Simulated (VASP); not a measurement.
# Li (I4_1/amd) in VASP: a series of runs

The runs below take Li through single point, with LDA.

All numbers are computed with VASP 6.6.1; they aren't measurements. Logs are shortened: lines on timing, memory, paths and dates and some standing lists are left out, and cuts for length are marked.

## 1. The cell of the first run

It takes space group I4_1/amd (No. 141, tetragonal). The conventional cell has a = 5.037 Å, b = 5.037 Å, c = 2.755 Å, α = 90.00°, β = 90.00°, γ = 90.00°. Li (site symmetry -4m2) has 10 Li at 2.61 to 3.26 Å within 3.4 Å.

## 2. Single point, LDA

INCAR

```
PREC = Accurate ; ENCUT = 520
EDIFF = 1E-6 ; ISMEAR = -1
SIGMA = 0.05 ; LREAL = False
LASPH = True ; NELM = 100
ALGO = Normal ; ISIF = 2
LWAVE = False ; LCHARG = True
LELF = True ; LVHAR = True
NBANDS = 10
```

KPOINTS

```
Automatic mesh
0
Gamma
  16 16 16
```

POSCAR

```
Li
1.0
   -2.5184951516      2.5184951516      1.3775083580
    2.5184951516     -2.5184951516      1.3775083580
    2.5184951516      2.5184951516     -1.3775083580
Li
2
Direct
   -0.3750000000     -0.1250000000     -0.2500000000
    0.3750000000      0.1250000000      0.2500000000
```

Potentials or basis: VASP PAW LDA potentials, release 64 (Li_sv).

Started as:

```sh
$ cat potpaw_LDA.64/Li_sv/POTCAR > POTCAR
$ mpirun -np 1 vasp_std > vasp.out
```

OUTCAR:

```text
PREC = Accurate
   ENCUT = 520
   EDIFF = 1E-6
   ISMEAR = -1
   LREAL = False
   LASPH = True
   NELM = 100
   ISIF = 2

 ion  position               nearest neighbor table
   1  0.625  0.875  0.750-
   2  0.375  0.125  0.250-

  LATTYP: Found a body centered tetragonal cell.
 ALAT       =     5.0369903032
 C/A-ratio  =     0.5469569227

  Lattice vectors:

 A1 = (  -2.5184951516,   2.5184951516,   1.3775083580)
 A2 = (   2.5184951516,  -2.5184951516,   1.3775083580)
 A3 = (   2.5184951516,   2.5184951516,  -1.3775083580)

Analysis of symmetry for initial positions (statically):
=====================================================================
 Subroutine PRICEL returns:
 Original cell was already a primitive cell.

 Routine SETGRP: Setting up the symmetry group for a
 body centered tetragonal supercell.

 Subroutine GETGRP returns: Found 16 space group operations
 (whereof  4 operations were pure point group operations)
 out of a pool of 16 trial point group operations.

The static configuration has the point symmetry C_2h.
 The point group associated with its full space group is D_4h.

Analysis of symmetry for dynamics (positions and initial velocities):
=====================================================================
 Subroutine PRICEL returns:
 Original cell was already a primitive cell.

 Routine SETGRP: Setting up the symmetry group for a
 body centered tetragonal supercell.

 Subroutine GETGRP returns: Found 16 space group operations
 (whereof  4 operations were pure point group operations)
 out of a pool of 16 trial point group operations.

The dynamic configuration has the point symmetry C_2h.
 The point group associated with its full space group is D_4h.

 Subroutine INISYM returns: Found 16 space group operations
 (whereof  4 operations are pure point group operations),
 and found     1 'primitive' translations

----------------------------------------------------------------------------------------

                                     Primitive cell

  volume of cell :      34.9491

  direct lattice vectors                    reciprocal lattice vectors
    -2.518495152  2.518495152  1.377508358     0.000000000  0.198531254  0.362974204
     2.518495152 -2.518495152  1.377508358     0.198531254  0.000000000  0.362974204
     2.518495152  2.518495152 -1.377508358     0.198531254  0.198531254  0.000000000

  length of vectors
     3.818791030  3.818791030  3.818791030     0.413720838  0.413720838  0.280765592

  position of ions in fractional coordinates (direct lattice)
     0.625000000  0.875000000  0.750000000
     0.375000000  0.125000000  0.250000000

  ion indices of the primitive-cell ions
   primitive index   ion index
                 1           1
                 2           2

----------------------------------------------------------------------------------------

 KPOINTS: Automatic mesh

Automatic generation of k-mesh.
 Grid dimensions read from file:
 generate k-points for:   16   16   16

 Generating k-lattice:

  Cartesian coordinates                     Fractional coordinates (reciprocal lattice)
     0.000000000  0.012408203  0.022685888     0.062500000  0.000000000 -0.000000000
     0.012408203  0.000000000  0.022685888     0.000000000  0.062500000 -0.000000000
     0.012408203  0.012408203  0.000000000     0.000000000  0.000000000  0.062500000

  Length of vectors
     0.025857552  0.025857552  0.017547849

  Shift w.r.t. Gamma in fractional coordinates (k-lattice)
     0.000000000  0.000000000  0.000000000

 Subroutine IBZKPT returns following result:
 ===========================================

 Found    349 irreducible k-points:

 Following reciprocal coordinates:
            Coordinates               Weight
  0.000000  0.000000  0.000000      1.000000
  0.062500  0.000000 -0.000000      8.000000
  0.125000  0.000000 -0.000000      8.000000
  0.187500  0.000000 -0.000000      8.000000
  0.250000  0.000000 -0.000000      8.000000
  0.312500 -0.000000  0.000000      8.000000
[... 16 lines left out ...]
 -0.125000  0.062500 -0.000000     16.000000
 -0.062500  0.062500  0.000000      4.000000
 [... further k-points ...]
   k-points           NKPTS =    349   k-points in BZ     NKDIM =    349   number of bands    NBANDS=     10
   number of dos      NEDOS =    301   number of ions     NIONS =      2
   total plane-waves  NPLWV =  21952
   dimension x,y,z NGX =    28 NGY =   28 NGZ =   28
   dimension x,y,z NGXF=    56 NGYF=   56 NGZF=   56
   ions per type =               2
   NGX,Y,Z   is equivalent  to a cutoff of  12.19, 12.19, 12.19 a.u.
   NGXF,Y,Z  is equivalent  to a cutoff of  24.38, 24.38, 24.38 a.u.
 SYSTEM =  unknown system
   PREC   = accura    normal or accurate (medium, high low for compatibility)
   ISTART =      0    job   : 0-new  1-cont  2-samecut
   ICHARG =      2    charge: 1-file 2-atom 10-const
   ISPIN  =      1    spin polarized calculation?
   LNONCOLLINEAR =      F non collinear calculations
   LSORBIT =      F    spin-orbit coupling
   LASPH  =      T    aspherical Exc in radial PAW
   ENCUT  =  520.0 eV  38.22 Ry    6.18 a.u.   7.10  7.10  7.10*2*pi/ulx,y,z
   NELM   =    100;   NELMIN=  2; NELMDL= -5     # of ELM steps
   EDIFF  = 0.1E-05   stopping-criterion for ELM
   LREAL  =      F    real-space projection
   EDIFFG = 0.1E-04   stopping-criterion for IOM
   NSW    =      0    number of steps for IOM
   IBRION =     -1    ionic relax: 0-MD 1-quasi-New 2-CG
   NFREE  =      0    steps in history (QN), initial steepest desc. (CG)
   ISIF   =      2    stress and relaxation
   ISYM   =      2    0-nonsym 1-usesym 2-fastsym
   POTIM  = 0.5000    time-step for ionic-motion
   TEBEG  =    0.0;   TEEND  =   0.0 temperature during run
   PSTRESS=    0.0 pullay stress
   NELECT =       6.0000    total number of electrons
   NUPDOWN=      -1.0000    fix difference up-down
   EMIN   =  10.00;   EMAX   =-10.00  energy-range for DOS
   EFERMI =   0.00;   METHOD = LEGACY
   ISMEAR =    -1;   SIGMA  =   0.05  broadening in eV -4-tet -1-fermi 0-gaus
   EFERMI_NEDOS =   21; number of points for ismear=-14 and -15
   IALGO  =     38    algorithm
   IMIX   =      4    mixing-type and parameters
     AMIX     =   0.40;   BMIX     =  1.00
     AMIX_MAG =   1.60;   BMIX_MAG =  1.00
  volume/ion in A,a.u.               =      17.47       117.92
  Fermi-wavevector in a.u.,A,eV,Ry     =   0.909871  1.719407 11.263787  0.827865
  Thomas-Fermi vector in A             =   2.033966
   LORBIT       =      0    0 simple, 1 ext, 2 COOP (PROOUT), +10 PAW based schemes
   GGA     = CA    functional components
   LHFCALC =     F    Hartree Fock is set to
   AEXX    =    0.0000 exact exchange contribution
   IVDW    =     0    specifies the selected vdW correction
   LEPSILON=     F    determine dielectric tensor
   LRPA    =     F    only Hartree local field effects (RPA)
 non-spin polarized calculation
  energy-cutoff  :      520.00
  volume of cell :       34.95
 maximum number of plane-waves:       958
   NGX = 15   NGY = 15   NGZ = 15

 number of electron       6.0000009 magnetization

 Free energy of the ion-electron system (eV)
  ---------------------------------------------------
  ext. energy  EPLUGINS =         0.00000000
  ---------------------------------------------------
  free energy    TOTEN  =        -3.94036743 eV

  energy without entropy =       -3.93219632  energy(sigma->0) =       -3.93628188

 E-fermi :   0.9982     XC(G=0):  -7.5289

 val. band max:        0.9936403993   @ k =  -0.3750  -0.4375   0.3750
 cond. band min:       1.0035878990   @ k =  -0.0625   0.5000   0.0625
 fundamental gap:      0.0099474997
 Fermi energy:         0.9981818953

 k-point     1 :       0.0000    0.0000    0.0000
  band No.  band energies     occupation
      1     -44.5445      2.00000
      2     -44.4673      2.00000
      3      -2.5984      2.00000
      4       5.0218      0.00000
      5       5.0218      0.00000
      6       7.8028      0.00000
      7      11.0122      0.00000
      8      14.9988      0.00000
      9      14.9988      0.00000
     10      15.6422      0.00000

 k-point     2 :       0.0625    0.0000   -0.0000
  band No.  band energies     occupation
      1     -44.5431      2.00000
      2     -44.4671      2.00000
      3      -2.5297      2.00000
      4       4.9335      0.00000
      5       5.0758      0.00000
      6       8.0846      0.00000
      7      10.7907      0.00000
      8      14.5816      0.00000
      9      14.9544      0.00000
     10      15.0349      0.00000

 k-point     3 :       0.1250    0.0000   -0.0000
  band No.  band energies     occupation
      1     -44.5387      2.00000
      2     -44.4668      2.00000
      3      -2.3227      2.00000
      4       4.7676      0.00000
      5       5.2252      0.00000
      6       8.8270      0.00000
      7      10.2150      0.00000
      8      13.4893      0.00000
      9      13.9247      0.00000
     10      14.5660      0.00000

 k-point     4 :       0.1875    0.0000   -0.0000
  band No.  band energies     occupation
      1     -44.5321      2.00000
      2     -44.4664      2.00000
      3      -1.9769      2.00000
      4       4.6615      0.00000
      5       5.4281      0.00000
      6       9.3906      0.00000
      7       9.8712      0.00000
      8      11.9776      0.00000
      9      13.1002      0.00000
     10      13.4295      0.00000

 k-point     5 :       0.2500    0.0000   -0.0000
  band No.  band energies     occupation
      1     -44.5240      2.00000
      2     -44.4662      2.00000
      3      -1.4927      2.00000
      4       4.6833      0.00000
      5       5.6017      0.00000
      6       8.3122      0.00000
      7      10.7347      0.00000
      8      10.9149      0.00000
      9      12.2392      0.00000
     10      12.5143      0.00000

 k-point     6 :       0.3125   -0.0000    0.0000
  band No.  band energies     occupation
      1     -44.5156      2.00000
      2     -44.4664      2.00000
      3      -0.8741      2.00000
      4       4.8559      0.00000
      5       5.5639      0.00000
      6       7.1423      0.00000
      7       9.9381      0.00000
      8      10.2555      0.00000
      9      12.2687      0.00000
     10      13.0462      0.00000
[... 183 lines left out ...]
 k-point    21 :      -0.2500    0.0625    0.0000
  band No.  band energies     occupation
      1     -44.5294      2.00000
      2     -44.4689      2.00000
      3      -1.8469      2.00000
      4       3.9998      0.00000
      5       5.4552      0.00000
      6       9.3396      0.00000
      7      10.7543      0.00000
      8      11.5243      0.00000
      9      12.8306      0.00000
     10      13.6751      0.00000

 k-point    22 :      -0.1875    0.0625    0.0000
  band No.  band energies     occupation
      1     -44.5365      2.00000
      2     -44.4688      2.00000
      3      -2.2259      2.00000
      4       4.1111      0.00000
      5       5.2816      0.00000
      6       9.4806      0.00000
      7      10.4653      0.00000
      8      12.8466      0.00000
      9      13.5587      0.00000
     10      14.6124      0.00000

 k-point    23 :      -0.1250    0.0625   -0.0000
  band No.  band energies     occupation
      1     -44.5415      2.00000
      2     -44.4686      2.00000
      3      -2.4657      2.00000
      4       4.3464      0.00000
      5       5.1425      0.00000
      6       8.6997      0.00000
      7      10.9670      0.00000
      8      13.7956      0.00000
      9      14.6685      0.00000
     10      15.0373      0.00000

 k-point    24 :      -0.0625    0.0625    0.0000
  band No.  band energies     occupation
      1     -44.5438      2.00000
      2     -44.4680      2.00000
      3      -2.5666      2.00000
      4       4.6563      0.00000
      5       5.0667      0.00000
      6       8.1782      0.00000
      7      11.1064      0.00000
      8      14.4395      0.00000
      9      14.8876      0.00000
     10      15.6546      0.00000

 [... further k-points ...]
[... 5 lines left out ...]
  --------------------------------------------------------------------------------------
  -------------------------------------------------------------------------------------
  Total        0.2564463      0.2564463      0.2613892      0.0000000     -0.0000000     -0.0000000
  in kB       11.7562981     11.7562981     11.9828959      0.0000000     -0.0000000     -0.0000000
  external PRESSURE =      11.8318307 kB  Pullay stress =       0.0000000 kB

 VOLUME and BASIS-vectors are now :
 -----------------------------------------------------------------------------
  energy-cutoff  :      520.00
  volume of cell :       34.95
      direct lattice vectors                 reciprocal lattice vectors
    -2.518495152  2.518495152  1.377508358     0.000000000  0.198531254  0.362974204
     2.518495152 -2.518495152  1.377508358     0.198531254  0.000000000  0.362974204
     2.518495152  2.518495152 -1.377508358     0.198531254  0.198531254  0.000000000

 POSITION                                       TOTAL-FORCE (eV/Angst)
 -----------------------------------------------------------------------------------
      2.51850      1.25925      1.03313         0.000000      0.000000      0.000000
      0.00000      1.25925      0.34438        -0.000000     -0.000000     -0.000000
 -----------------------------------------------------------------------------------
    total drift:                                0.000000      0.000000      0.000000

  FREE ENERGIE OF THE ION-ELECTRON SYSTEM (eV)
  ---------------------------------------------------
  free  energy   TOTEN  =        -3.9403674334 eV

  energy  without entropy=       -3.9321963179  energy(sigma->0) =       -3.93628188
```

Run time: 60 s. Hardware: 1 thread of AMD EPYC 9R45 (Zen 5), shared host; peak memory 0.17 GiB.

Results:

```
Free energy            : -3.9404 eV
Band gap on the k mesh : zero (bands 3 and 4 overlap by 2.80 eV)
```

Caveat: the cutoff is under 1.25 times the usual one of these potentials, so pressure, stress and relaxed cells hold a basis-set (Pulay) error.

## 3. Single point, LDA

INCAR

```
SYSTEM = Li
PREC = Accurate
ENCUT = 520
EDIFF = 1E-6
ISMEAR = -1
SIGMA = 0.05
LREAL = .FALSE.
LASPH = .TRUE.
NELM = 80
ALGO = Normal
ISIF = 2
LWAVE = .FALSE.
LCHARG = .FALSE.
NBANDS = 10
```

KPOINTS

```
regular mesh
0
G
  16 16 16
  0 0 0
```

POSCAR is that of step 2.

Potentials or basis: VASP PAW LDA potentials, release 64 (Li_sv).

Started as:

```sh
$ cat potpaw_LDA.64/Li_sv/POTCAR > POTCAR
$ mpirun -np 1 vasp_std > vasp.out
```

OUTCAR:

```text
SYSTEM = Li
   PREC = Accurate
   ENCUT = 520
   EDIFF = 1E-6
   ISMEAR = -1
   LREAL = .FALSE.
   LASPH = .TRUE.
   NELM = 80
   ISIF = 2

 ion  position               nearest neighbor table
   1  0.625  0.875  0.750-
   2  0.375  0.125  0.250-

  LATTYP: Found a body centered tetragonal cell.
 ALAT       =     5.0369903032
 C/A-ratio  =     0.5469569227

  Lattice vectors:

 A1 = (  -2.5184951516,   2.5184951516,   1.3775083580)
 A2 = (   2.5184951516,  -2.5184951516,   1.3775083580)
 A3 = (   2.5184951516,   2.5184951516,  -1.3775083580)
[... 488 lines left out ...]
      5       5.0667      0.00000
      6       8.1782      0.00000
      7      11.1064      0.00000
      8      14.4395      0.00000
      9      14.8876      0.00000
     10      15.6546      0.00000

 [... further k-points ...]
[... 5 lines left out ...]
  --------------------------------------------------------------------------------------
  -------------------------------------------------------------------------------------
  Total        0.2564463      0.2564463      0.2613892      0.0000000     -0.0000000     -0.0000000
  in kB       11.7562981     11.7562981     11.9828959      0.0000000     -0.0000000     -0.0000000
  external PRESSURE =      11.8318307 kB  Pullay stress =       0.0000000 kB

 VOLUME and BASIS-vectors are now :
 -----------------------------------------------------------------------------
  energy-cutoff  :      520.00
  volume of cell :       34.95
      direct lattice vectors                 reciprocal lattice vectors
    -2.518495152  2.518495152  1.377508358     0.000000000  0.198531254  0.362974204
     2.518495152 -2.518495152  1.377508358     0.198531254  0.000000000  0.362974204
     2.518495152  2.518495152 -1.377508358     0.198531254  0.198531254  0.000000000

 POSITION                                       TOTAL-FORCE (eV/Angst)
 -----------------------------------------------------------------------------------
      2.51850      1.25925      1.03313         0.000000      0.000000      0.000000
      0.00000      1.25925      0.34438        -0.000000     -0.000000     -0.000000
 -----------------------------------------------------------------------------------
    total drift:                                0.000000      0.000000      0.000000

  FREE ENERGIE OF THE ION-ELECTRON SYSTEM (eV)
  ---------------------------------------------------
  free  energy   TOTEN  =        -3.9403674334 eV

  energy  without entropy=       -3.9321963179  energy(sigma->0) =       -3.93628188
```

It took 55 s on 1 thread of AMD EPYC 9R45 (Zen 5), shared host; peak memory 0.17 GiB.

What came out:

```yaml
Free_energy: -3.9404 eV
Band_gap_on_the_k_mesh: zero (bands 3 and 4 overlap by 2.80 eV)
```

Levels at points of the mesh, in eV from the Fermi level:
```csv
k point,band 1,band 2,band 3,band 4,band 5,band 6,band 7
"(0.00, 0.00, 0.00)",-45.54,-45.47,-3.60,4.02,4.02,6.80,10.01
"(0.50, 0.00, 0.00)",-45.50,-45.47,0.08,2.30,4.81,5.31,6.72
"(0.50, 0.50, 0.00)",-45.50,-45.50,-1.49,-1.49,6.88,6.88,10.56
"(0.50, 0.50, 0.50)",-45.50,-45.50,-0.59,-0.59,2.91,2.91,12.40
```

Caveat: the cutoff is under 1.25 times the usual one of these potentials, so pressure, stress and relaxed cells hold a basis-set (Pulay) error.
